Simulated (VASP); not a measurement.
Input of a VASP 6.6.1 run:

File INCAR:

```
PREC     = Accurate       # precision mode
ENCUT    = 520            # plane-wave cutoff, eV
EDIFF    = 1E-6           # SCF threshold, eV
ISMEAR   = 0              # smearing method
SIGMA    = 0.02           # smearing width, eV
LREAL    = Auto         
LASPH    = True           # aspherical terms in the spheres
NELM     = 60             # most SCF steps
ALGO     = Normal         # electronic algorithm
ISIF     = 2              # what is computed and relaxed
LWAVE    = False          # write WAVECAR
LCHARG   = False          # write CHGCAR
GGA      = PE             # functional
IVDW     = 12             # dispersion correction
NBANDS   = 53             # bands
```

KPOINTS

```
Automatic mesh
0
Gamma
  2 2 2
```

File POSCAR:

```
Si16Ge
1.0
    0.0000000000      5.4300000000      5.4300000000
    5.4300000000      0.0000000000      5.4300000000
    5.4300000000      5.4300000000      0.0000000000
Si Ge
16 1
Direct
    0.0021631676      0.0075220994     -0.0113650092
    0.1300181400      0.1303859116      0.1202070902
    0.0071441068      0.0025391344      0.5024691529
    0.1247769797      0.1251103131      0.6254458564
   -0.0025825967      0.5011592081      0.0014264273
    0.1278406998      0.6220432781      0.1223764273
    0.0017922652      0.4882981584      0.5078412523
    0.1298549724      0.6200457643      0.6305435543
    0.5007905157     -0.0021695212      0.0007260589
    0.6196453959      0.1302347145      0.1203551565
    0.4879585635      0.0021563536      0.5028473297
    0.6217306630      0.1281682320      0.6284822284
    0.5000986188      0.5011244015      0.0014724678
    0.6247359116      0.6251473297      0.1254953959
    0.5007368324      0.5004117864      0.4981749540
    0.6195066298      0.6198852670      0.6307011050
    0.8747726519      0.8751083794      0.3754645488
```

Potentials or basis: VASP PAW PBE potentials, release 64 (Si, Ge_d).

Run with:

```console
$ cat potpaw_PBE.64/Si/POTCAR potpaw_PBE.64/Ge_d/POTCAR > POTCAR
$ mpirun -np 1 vasp_std > vasp.out
```

What does it give for the band gap on the k mesh?

Zero (bands 39 and 40 overlap by 0.34 eV).

Estimate the pressure.

3.7 GPa.

Estimate the largest force.

0.008 eV/Å.

Forces on the atoms (eV/Å):
```
Si  -0.003  0.003 -0.006
Si   0.000 -0.001  0.000
Si   0.004 -0.001 -0.003
Si  -0.001 -0.001  0.000
Si   0.000  0.004  0.004
Si   0.003  0.000  0.001
Si  -0.004 -0.003  0.005
Si   0.001  0.001 -0.002
Si   0.001 -0.001  0.003
Si   0.000  0.000  0.002
Si   0.003  0.001  0.003
Si  -0.001  0.000  0.000
Si   0.000 -0.003 -0.005
Si  -0.003 -0.001  0.001
Si   0.000  0.002 -0.002
Si   0.002  0.002 -0.001
Ge  -0.002 -0.001  0.001
```

Caveat: the k points lie up to 0.50 Å⁻¹ apart.
